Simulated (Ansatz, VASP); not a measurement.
**MgTe4 in VASP and in Ansatz**

```
CELL_PARAMETERS angstrom
3.27813 1.89263 4.45847
-3.27813 1.89263 4.45847
0.00000 -3.78526 4.45847
ATOMIC_POSITIONS crystal
Mg 0.50000 0.50000 0.50000
Te 0.50000 0.50000 0.00000
Te 0.00000 0.50000 0.50000
Te 0.50000 0.00000 0.50000
Te 0.00000 0.00000 0.00000
```

Alike in both runs: task relaxation of cell and atoms; functional PBE; k mesh 6 × 6 × 6; occupations gaussian, width 0.1 eV; no spin polarisation.

```csv
,VASP,Ansatz
version,VASP 6.6.1,Ansatz 0.2.0
potentials or method,"VASP PAW PBE potentials, release 64 (Mg, Te), cutoff 600 eV","scalar-relativistic, plane waves, PAW"
valence electrons in the cell,26,74
```

|  | VASP | Ansatz | Ansatz less VASP |
| --- | --- | --- | --- |
| gap on the k mesh at the Fermi level, each at its own relaxed structure (eV) | none | none | - |
| relaxed volume (Å³/atom) | 33.47 | 33.57 | +0.101 |
| relaxed length of the cell vector where the two differ most in proportion (Å) | 5.841 | 5.848 | +0.0076 |

A gap of «none» marks a metal or a gap that the smearing closes. VASP's potentials hold 26 valence electrons a cell and Ansatz's 74, so a difference there can come from the potentials and not from the codes.

Neither program's run includes spin-orbit coupling.
